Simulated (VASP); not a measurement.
Input of a VASP 6.6.1 run:

INCAR

```
PREC = Accurate ; ENCUT = 520
EDIFF = 1E-7 ; ISMEAR = 0
SIGMA = 0.05 ; LREAL = False
LASPH = True ; NELM = 100
ALGO = Normal ; ISIF = 2
LWAVE = False ; LCHARG = False
GGA = PE ; IVDW = 12
NBANDS = 35
```

KPOINTS

```
regular mesh
0
Gamma
  12 12 4
```

The input POSCAR:

```
WS2
1.0
    3.1542061832      0.0000000000      0.0000000000
   -1.5771030916      2.7316226834      0.0000000000
    0.0000000000      0.0000000000     12.1399091344
W S
2 4
Direct
    0.3333333333      0.6666666667      0.2500000000
    0.6666666667      0.3333333333      0.7500000000
    0.3333333333      0.6666666667      0.5955755389
    0.6666666667      0.3333333333      0.1202874207
    0.3333333333      0.6666666667      0.8797125793
    0.6666666667      0.3333333333      0.3797125793
```

Potentials or basis: VASP PAW PBE potentials, release 64 (W_sv, S).

Run with:

```sh
$ cat potpaw_PBE.64/W_sv/POTCAR potpaw_PBE.64/S/POTCAR > POTCAR
$ mpirun -np 1 vasp_std > vasp.out
```

Estimate the band gap on the k mesh.

0.63 eV (least direct gap 1.74 eV).

Predict the largest force.

3.899 eV/Å.

Estimate the dispersion energy per atom.

-0.436 eV.

Stress tensor (GPa, compression positive):
```
 -3.17   0.00   0.00
  0.00  -3.17   0.00
  0.00   0.00 -10.75
```

Caveat: the cell differs from its parent crystal (atom 3 (S) moved by (+0.000, -0.300) A along y and z); the cell stands under tension; spin-orbit coupling is left out, which moves the levels of the heavy elements; forces of over 1 eV/Å act on the atoms, so gaps and moduli don't describe the material at rest. A k mesh can miss the band edges.
